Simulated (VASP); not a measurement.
# Ba3YW (P4/mmm) in VASP: single point with PBE

Aim: the single point of Ba3YW with PBE.

All numbers are computed with VASP 6.6.1; they aren't measurements. Logs are shortened: lines on timing, memory, paths and dates and some standing lists are left out, and cuts for length are marked.

**1. The cell of the first run**

It takes space group P4/mmm (No. 123, tetragonal). The conventional cell has a = 4.587 Å, b = 4.587 Å, c = 7.887 Å, α = 90.00°, β = 90.00°, γ = 90.00°. Within 3.2 Å of Ba (site symmetry 4mm) lie 1 W at 2.44 Å and 1 Ba at 3.00 Å. Ba (site symmetry 4/mmm) has 4 W at 3.24 Å and 2 Y at 3.94 Å and 8 Ba at 4.06 Å within 4.3 Å. Y (site symmetry 4/mmm) has 10 Ba at 3.57 to 3.94 Å and 4 Y at 4.59 Å within 4.7 Å. W (site symmetry 4/mmm) has 6 Ba at 2.44 to 3.24 Å within 3.3 Å.

The cell was generated, and may not be a known phase.

**2. Single point, PBE**

Contents of INCAR:

```
SYSTEM = Ba3YW
PREC     = Accurate       ! precision mode
ENCUT    = 520            ! plane-wave cutoff, eV
EDIFF    = 1E-6           ! SCF threshold, eV
ISMEAR   = 0              ! smearing method
SIGMA    = 0.1            ! smearing width, eV
LREAL    = .FALSE.        ! projectors in reciprocal space
LASPH    = .TRUE.         ! aspherical terms in the spheres
NELM     = 80             ! most SCF steps
ALGO     = Fast           ! electronic algorithm
ISIF     = 2              ! what is computed and relaxed
LWAVE    = .FALSE.        ! write WAVECAR
LCHARG   = .FALSE.        ! write CHGCAR
GGA      = PE             ! functional
NBANDS   = 36             ! bands
```

Contents of KPOINTS:

```
regular mesh
0
G
  4 4 2
  0 0 0
```

Contents of POSCAR:

```
Ba3YW
1.0
    4.5868773500      0.0000000000      0.0000000000
    0.0000000000      4.5868773500      0.0000000000
    0.0000000000      0.0000000000      7.8866530900
Ba Y W
3 1 1
Direct
    0.0000000000      0.0000000000      0.3098703600
    0.0000000000      0.0000000000      0.6901296400
    0.5000000000      0.5000000000      0.0000000000
    0.5000000000      0.5000000000      0.5000000000
    0.0000000000      0.0000000000      0.0000000000
```

Potentials or basis: VASP PAW PBE potentials, release 64 (Ba_sv, Y_sv, W_sv).

Command:

```
> cat potpaw_PBE.64/Ba_sv/POTCAR potpaw_PBE.64/Y_sv/POTCAR potpaw_PBE.64/W_sv/POTCAR > POTCAR
> mpirun -np 1 vasp_std > vasp.out
```

OUTCAR:

```text
SYSTEM = Ba3YW
   PREC = Accurate
   ENCUT = 520
   EDIFF = 1E-6
   ISMEAR = 0
   LREAL = .FALSE.
   LASPH = .TRUE.
   NELM = 80
   ISIF = 2
   GGA = PE

 ion  position               nearest neighbor table
   1  0.000  0.000  0.310-   5 2.44   2 3.00   4 3.57   4 3.57   4 3.57   4 3.57   3 4.06   3 4.06
                             3 4.06   3 4.06
   2  0.000  0.000  0.690-   5 2.44   1 3.00   4 3.57   4 3.57   4 3.57   4 3.57   3 4.06   3 4.06
                             3 4.06   3 4.06
   3  0.500  0.500  0.000-   5 3.24   5 3.24   5 3.24   5 3.24   4 3.94   4 3.94   2 4.06   2 4.06
                             1 4.06   2 4.06   1 4.06   1 4.06   2 4.06   1 4.06
   4  0.500  0.500  0.500-   1 3.57   2 3.57   1 3.57   2 3.57   1 3.57   2 3.57   1 3.57   2 3.57
                             3 3.94   3 3.94
   5  0.000  0.000  0.000-   1 2.44   2 2.44   3 3.24   3 3.24   3 3.24   3 3.24

  LATTYP: Found a simple tetragonal cell.
 ALAT       =     4.5868773500
 C/A-ratio  =     1.7193948057

  Lattice vectors:

 A1 = (   4.5868773500,   0.0000000000,   0.0000000000)
 A2 = (   0.0000000000,   4.5868773500,   0.0000000000)
 A3 = (   0.0000000000,   0.0000000000,   7.8866530900)

Analysis of symmetry for initial positions (statically):
=====================================================================
 Subroutine PRICEL returns:
 Original cell was already a primitive cell.

 Routine SETGRP: Setting up the symmetry group for a
 simple tetragonal supercell.

 Subroutine GETGRP returns: Found 16 space group operations
 (whereof 16 operations were pure point group operations)
 out of a pool of 16 trial point group operations.

The static configuration has the point symmetry D_4h.

Analysis of symmetry for dynamics (positions and initial velocities):
=====================================================================
 Subroutine PRICEL returns:
 Original cell was already a primitive cell.

 Routine SETGRP: Setting up the symmetry group for a
 simple tetragonal supercell.

 Subroutine GETGRP returns: Found 16 space group operations
 (whereof 16 operations were pure point group operations)
 out of a pool of 16 trial point group operations.

The dynamic configuration has the point symmetry D_4h.

 Subroutine INISYM returns: Found 16 space group operations
 (whereof 16 operations are pure point group operations),
 and found     1 'primitive' translations

----------------------------------------------------------------------------------------

                                     Primitive cell

  volume of cell :     165.9308

  direct lattice vectors                    reciprocal lattice vectors
     4.586877350  0.000000000  0.000000000     0.218013242  0.000000000  0.000000000
     0.000000000  4.586877350  0.000000000     0.000000000  0.218013242  0.000000000
     0.000000000  0.000000000  7.886653090     0.000000000  0.000000000  0.126796499

  length of vectors
     4.586877350  4.586877350  7.886653090     0.218013242  0.218013242  0.126796499

  position of ions in fractional coordinates (direct lattice)
     0.000000000  0.000000000  0.309870360
     0.000000000  0.000000000  0.690129640
     0.500000000  0.500000000  0.000000000
     0.500000000  0.500000000  0.500000000
     0.000000000  0.000000000  0.000000000

  ion indices of the primitive-cell ions
   primitive index   ion index
                 1           1
                 2           2
                 3           3
                 4           4
                 5           5

----------------------------------------------------------------------------------------

 KPOINTS: regular mesh

Automatic generation of k-mesh.
 Grid dimensions read from file:
 generate k-points for:    4    4    2

 Generating k-lattice:

  Cartesian coordinates                     Fractional coordinates (reciprocal lattice)
     0.054503310  0.000000000  0.000000000     0.250000000  0.000000000  0.000000000
     0.000000000  0.054503310  0.000000000     0.000000000  0.250000000  0.000000000
     0.000000000  0.000000000  0.063398249     0.000000000  0.000000000  0.500000000

  Length of vectors
     0.054503310  0.054503310  0.063398249

  Shift w.r.t. Gamma in fractional coordinates (k-lattice)
     0.000000000  0.000000000  0.000000000

 Subroutine IBZKPT returns following result:
 ===========================================

 Found     12 irreducible k-points:

 Following reciprocal coordinates:
            Coordinates               Weight
  0.000000  0.000000  0.000000      1.000000
  0.250000  0.000000  0.000000      4.000000
  0.500000  0.000000  0.000000      2.000000
  0.250000  0.250000  0.000000      4.000000
  0.500000  0.250000  0.000000      4.000000
  0.500000  0.500000  0.000000      1.000000
  0.000000  0.000000  0.500000      1.000000
  0.250000  0.000000  0.500000      4.000000
  0.500000  0.000000  0.500000      2.000000
  0.250000  0.250000  0.500000      4.000000
  0.500000  0.250000  0.500000      4.000000
  0.500000  0.500000  0.500000      1.000000
   k-points           NKPTS =     12   k-points in BZ     NKDIM =     12   number of bands    NBANDS=     36
   number of dos      NEDOS =    301   number of ions     NIONS =      5
   total plane-waves  NPLWV =  77760
   dimension x,y,z NGX =    36 NGY =   36 NGZ =   60
   dimension x,y,z NGXF=    72 NGYF=   72 NGZF=  120
   ions per type =               3   1   1
   NGX,Y,Z   is equivalent  to a cutoff of  13.05, 13.05, 12.65 a.u.
   NGXF,Y,Z  is equivalent  to a cutoff of  26.10, 26.10, 25.30 a.u.
 SYSTEM =  Ba3YW
   PREC   = accura    normal or accurate (medium, high low for compatibility)
   ISTART =      0    job   : 0-new  1-cont  2-samecut
   ICHARG =      2    charge: 1-file 2-atom 10-const
   ISPIN  =      1    spin polarized calculation?
   LNONCOLLINEAR =      F non collinear calculations
   LSORBIT =      F    spin-orbit coupling
   LASPH  =      T    aspherical Exc in radial PAW
   ENCUT  =  520.0 eV  38.22 Ry    6.18 a.u.   8.53  8.53 14.66*2*pi/ulx,y,z
   NELM   =     80;   NELMIN=  2; NELMDL= -5     # of ELM steps
   EDIFF  = 0.1E-05   stopping-criterion for ELM
   LREAL  =      F    real-space projection
   EDIFFG = 0.1E-04   stopping-criterion for IOM
   NSW    =      0    number of steps for IOM
   IBRION =     -1    ionic relax: 0-MD 1-quasi-New 2-CG
   NFREE  =      0    steps in history (QN), initial steepest desc. (CG)
   ISIF   =      2    stress and relaxation
   ISYM   =      2    0-nonsym 1-usesym 2-fastsym
   POTIM  = 0.5000    time-step for ionic-motion
   TEBEG  =    0.0;   TEEND  =   0.0 temperature during run
   PSTRESS=    0.0 pullay stress
   NELECT =      55.0000    total number of electrons
   NUPDOWN=      -1.0000    fix difference up-down
   EMIN   =  10.00;   EMAX   =-10.00  energy-range for DOS
   EFERMI =   0.00;   METHOD = LEGACY
   ISMEAR =     0;   SIGMA  =   0.10  broadening in eV -4-tet -1-fermi 0-gaus
   EFERMI_NEDOS =   21; number of points for ismear=-14 and -15
   IALGO  =     68    algorithm
   IMIX   =      4    mixing-type and parameters
     AMIX     =   0.40;   BMIX     =  1.00
     AMIX_MAG =   1.60;   BMIX_MAG =  1.00
  volume/ion in A,a.u.               =      33.19       223.95
  Fermi-wavevector in a.u.,A,eV,Ry     =   1.132974  2.141011 17.464857  1.283631
  Thomas-Fermi vector in A             =   2.269676
   LORBIT       =      0    0 simple, 1 ext, 2 COOP (PROOUT), +10 PAW based schemes
   GGA     = PE    functional components
   LHFCALC =     F    Hartree Fock is set to
   AEXX    =    0.0000 exact exchange contribution
   IVDW    =     0    specifies the selected vdW correction
   LEPSILON=     F    determine dielectric tensor
   LRPA    =     F    only Hartree local field effects (RPA)
 non-spin polarized calculation
 RMM-DIIS sequential band-by-band and
 Gauss-broadening in eV      SIGMA  =   0.10
  energy-cutoff  :      520.00
  volume of cell :      165.93
 maximum number of plane-waves:      4493
 NGX is ok and might be reduce to    36
   NGX = 17   NGY = 17   NGZ = 29

 number of electron      54.9999997 magnetization

 Free energy of the ion-electron system (eV)
  ---------------------------------------------------
  ext. energy  EPLUGINS =         0.00000000
  ---------------------------------------------------
  free energy    TOTEN  =       -16.37220015 eV

  energy without entropy =      -16.32719893  energy(sigma->0) =      -16.34969954

 E-fermi :   3.7373     XC(G=0):  -9.5444

 val. band max:        3.7360634081   @ k =   0.2500   0.0000   0.5000
 cond. band min:       3.7686138298   @ k =   0.5000   0.2500   0.5000
 fundamental gap:      0.0325504217
 Fermi energy:         3.7372861438

 k-point     1 :       0.0000    0.0000    0.0000
  band No.  band energies     occupation
      1     -69.4340      2.00000
      2     -39.7978      2.00000
      3     -34.1527      2.00000
      4     -33.7413      2.00000
      5     -33.7413      2.00000
      6     -24.1141      2.00000
[... 28 lines left out ...]
     35       5.2174      0.00000
     36       5.3228      0.00000

 k-point     2 :       0.2500    0.0000    0.0000
  band No.  band energies     occupation
      1     -69.4340      2.00000
      2     -39.7974      2.00000
      3     -34.1525      2.00000
      4     -33.7431      2.00000
      5     -33.7411      2.00000
      6     -24.1092      2.00000
[... 28 lines left out ...]
     35       5.7791      0.00000
     36       7.4417      0.00000

 k-point     3 :       0.5000    0.0000    0.0000
  band No.  band energies     occupation
      1     -69.4340      2.00000
      2     -39.7970      2.00000
      3     -34.1524      2.00000
      4     -33.7448      2.00000
      5     -33.7408      2.00000
      6     -24.1043      2.00000
[... 28 lines left out ...]
     35       6.0221      0.00000
     36       6.4460      0.00000

 k-point     4 :       0.2500    0.2500    0.0000
  band No.  band energies     occupation
      1     -69.4340      2.00000
      2     -39.7970      2.00000
      3     -34.1524      2.00000
      4     -33.7429      2.00000
      5     -33.7425      2.00000
      6     -24.1023      2.00000
[... 28 lines left out ...]
     35       5.3430      0.00000
     36       5.9283      0.00000

 k-point     5 :       0.5000    0.2500    0.0000
  band No.  band energies     occupation
      1     -69.4340      2.00000
      2     -39.7966      2.00000
      3     -34.1523      2.00000
      4     -33.7442      2.00000
      5     -33.7422      2.00000
      6     -24.0953      2.00000
[... 28 lines left out ...]
     35       5.8562      0.00000
     36       6.0912      0.00000

 k-point     6 :       0.5000    0.5000    0.0000
  band No.  band energies     occupation
      1     -69.4339      2.00000
      2     -39.7963      2.00000
      3     -34.1522      2.00000
      4     -33.7436      2.00000
      5     -33.7436      2.00000
      6     -24.0862      2.00000
[... 28 lines left out ...]
     35       5.9780      0.00000
     36       5.9780      0.00000

 k-point     7 :       0.0000    0.0000    0.5000
  band No.  band energies     occupation
      1     -69.4340      2.00000
      2     -39.7978      2.00000
      3     -34.1530      2.00000
      4     -33.7413      2.00000
      5     -33.7413      2.00000
      6     -23.9267      2.00000
[... 28 lines left out ...]
     35       7.4987      0.00000
     36       7.5443      0.00000

 k-point     8 :       0.2500    0.0000    0.5000
  band No.  band energies     occupation
      1     -69.4340      2.00000
      2     -39.7974      2.00000
      3     -34.1529      2.00000
      4     -33.7431      2.00000
      5     -33.7411      2.00000
      6     -23.9249      2.00000
[... 28 lines left out ...]
     35       6.3553      0.00000
     36       6.7594      0.00000

 k-point     9 :       0.5000    0.0000    0.5000
  band No.  band energies     occupation
      1     -69.4340      2.00000
      2     -39.7970      2.00000
      3     -34.1528      2.00000
      4     -33.7448      2.00000
      5     -33.7409      2.00000
      6     -23.9232      2.00000
[... 28 lines left out ...]
     35       5.9236      0.00000
     36       6.4378      0.00000

 k-point    10 :       0.2500    0.2500    0.5000
  band No.  band energies     occupation
      1     -69.4340      2.00000
      2     -39.7970      2.00000
      3     -34.1528      2.00000
      4     -33.7429      2.00000
      5     -33.7425      2.00000
      6     -23.9194      2.00000
[... 28 lines left out ...]
     35       5.9154      0.00000
     36       6.3418      0.00000

 k-point    11 :       0.5000    0.2500    0.5000
  band No.  band energies     occupation
      1     -69.4340      2.00000
      2     -39.7966      2.00000
      3     -34.1526      2.00000
      4     -33.7442      2.00000
      5     -33.7422      2.00000
      6     -23.9138      2.00000
[... 28 lines left out ...]
     35       6.0335      0.00000
     36       6.9574      0.00000

 k-point    12 :       0.5000    0.5000    0.5000
  band No.  band energies     occupation
      1     -69.4339      2.00000
      2     -39.7963      2.00000
      3     -34.1525      2.00000
      4     -33.7436      2.00000
      5     -33.7436      2.00000
      6     -23.9044      2.00000
[... 28 lines left out ...]
     35       5.7800      0.00000
     36       7.1776      0.00000

------------------------ aborting loop because EDIFF is reached ----------------------------------------

  FORCE on cell =-STRESS in cart. coord.  units (eV):
  Direction    XX          YY          ZZ          XY          YZ          ZX
  --------------------------------------------------------------------------------------
  -------------------------------------------------------------------------------------
  Total        3.4192289      3.4192289     28.7839387      0.0000000     -0.0000000     -0.0000000
  in kB       33.0150355     33.0150355    277.9289648      0.0000000     -0.0000000     -0.0000000
  external PRESSURE =     114.6530119 kB  Pullay stress =       0.0000000 kB

 VOLUME and BASIS-vectors are now :
 -----------------------------------------------------------------------------
  energy-cutoff  :      520.00
  volume of cell :      165.93
      direct lattice vectors                 reciprocal lattice vectors
     4.586877350  0.000000000  0.000000000     0.218013242  0.000000000  0.000000000
     0.000000000  4.586877350  0.000000000     0.000000000  0.218013242  0.000000000
     0.000000000  0.000000000  7.886653090     0.000000000  0.000000000  0.126796499

 POSITION                                       TOTAL-FORCE (eV/Angst)
 -----------------------------------------------------------------------------------
      0.00000      0.00000      2.44384         0.000000     -0.000000      1.380429
      0.00000      0.00000      5.44281        -0.000000      0.000000     -1.380429
      2.29344      2.29344      0.00000         0.000000      0.000000     -0.000000
      2.29344      2.29344      3.94333         0.000000      0.000000     -0.000000
      0.00000      0.00000      0.00000         0.000000      0.000000     -0.000000
 -----------------------------------------------------------------------------------
    total drift:                                0.000000      0.000000      0.000000

  FREE ENERGIE OF THE ION-ELECTRON SYSTEM (eV)
  ---------------------------------------------------
  free  energy   TOTEN  =       -16.3722001513 eV

  energy  without entropy=      -16.3271989315  energy(sigma->0) =      -16.34969954
```

It took 3.4 min on 1 thread of Intel Xeon Platinum 8375C at 2.90GHz (Ice Lake), shared host; peak memory 0.32 GiB.

Results:

```yaml
Free_energy: -16.3722 eV
Pressure: 11.5 GPa
Largest_force: 1.380 eV/Å
Band_gap_on_the_k_mesh: zero (an odd number of electrons rules out a gap without spin polarisation)
```

Forces on the atoms (eV/Å):
```
Ba   0.000  0.000  1.380
Ba   0.000  0.000 -1.380
Ba   0.000  0.000  0.000
Y    0.000  0.000  0.000
W    0.000  0.000  0.000
```

Caveat: the k points lie up to 0.40 Å⁻¹ apart, too coarse for converged energies and pressures of a metal; spin-orbit coupling is left out, which moves the levels of the heavy elements; forces of over 1 eV/Å act on the atoms, so gaps and moduli don't describe the material at rest.

The gap in the log of VASP goes by the Fermi energy; the results here count the filled bands.